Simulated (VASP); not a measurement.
Runs of VASP 6.6.1 on Mo. The structure is that of space group Im-3m (No. 229), or close to it. The cells are those of the table. 

```csv
task,cell,cutoff (eV),gap on the mesh (eV),pressure (GPa)
single point,"a = 2.718 Å, angles 109.5°, 1 atom",520,none,(a)
relaxation of cell and atoms,"relaxed to -2 GPa from a = 2.725 Å, angles 109.5°, 1 atom",600,none,-2.0
relaxation of cell and atoms,"relaxed to 5 GPa from a = 2.725 Å, angles 109.5°, 1 atom",600,none,5.0
single point,"a = 2.681 Å, angles 109.5°, 1 atom",520,none,10.6
single point,"a = 2.696 Å, angles 109.5°, 1 atom",520,none,5.6
single point,"a = 2.705 Å, angles 109.5°, 1 atom",520,none,(b)
relaxation of cell and atoms,"relaxed from a = 2.725 Å, angles 109.5°, 1 atom",600,none,0.0
single point,"a = 2.711 Å, angles 109.5°, 1 atom",520,none,0.6
```

Alike in all rows: level PBEsol; potentials or basis VASP PAW PBE potentials, release 64 (Mo_sv); no spin polarisation; k mesh 15 × 15 × 15; smearing gaussian 0.1 eV.

**Question.** Fill in the values left out.

**Answer.** (a) -1.5; (b) 2.6.

Caveats: the PAW data sets were made with another functional, which shifts forces and pressure a little; the cell is relaxed towards a set pressure, so the enthalpy falls and the energy may rise (some runs).

A k mesh can miss the band edges, and the runs leave out spin-orbit coupling on Mo.

A gap of «none» marks levels without a gap at the run's occupations.
